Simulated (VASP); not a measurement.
# NaH: relaxation of the atoms with PBE

NaH:

```
Na H
1.0
     0.00000    2.44000    2.44000
     2.44000    0.00000    2.44000
     2.44000    2.44000    0.00000
Na H
1 1
Direct
  0.00000 0.00000 0.00000
  0.50000 0.50000 0.50000
```

| Item | Value |
| --- | --- |
| Program | VASP 6.6.1 |
| Task | relaxation of the atoms |
| Functional | PBE |
| Potentials or basis | VASP PAW PBE potentials, release 64 (Na_pv, H) |
| Cutoff | 520 eV |
| k mesh | 10 × 10 × 10 |
| Occupations | fermi-dirac, width 0.02 eV |
| Spin | no spin polarisation |
| Dipole correction | no |
| Further INCAR settings | ALGO = Normal; EDIFF = 1e-07; IBRION = 2; EDIFFG = -0.02; NSW = 80 |

```yaml
Pressure_after_relaxing: -0.7 GPa
Band_gap_on_the_k_mesh: 3.73 eV (least direct gap 4.55 eV)
```

Final structure:
```
CELL_PARAMETERS angstrom
0.00000 2.44000 2.44000
2.44000 0.00000 2.44000
2.44000 2.44000 0.00000
ATOMIC_POSITIONS crystal
Na 0.00000 0.00000 0.00000
H 0.50000 0.50000 0.50000
```

Levels at points of the mesh, in eV from the valence-band top:
| k point | band 2 | band 3 | band 4 | band 5 | band 6 | band 7 |
| --- | --- | --- | --- | --- | --- | --- |
| (0.00, 0.00, 0.00) | -22.14 | -22.14 | -3.52 | 10.18 | 15.40 | 15.40 |
| (0.50, 0.00, 0.00) | -22.15 | -22.15 | -0.82 | 3.73 | 10.60 | 13.22 |
| (0.50, 0.50, 0.00) | -22.17 | -22.17 | -0.15 | 4.60 | 9.94 | 10.51 |

It took 13 s on 1 thread of AMD EPYC 7R43 64-Core Processor (Zen 3) (shared host), peak memory 0.12 GiB.

Caveat: the relaxation stopped at its first step, so nothing moved. As with any semilocal functional, this PBE gap is likely too small.
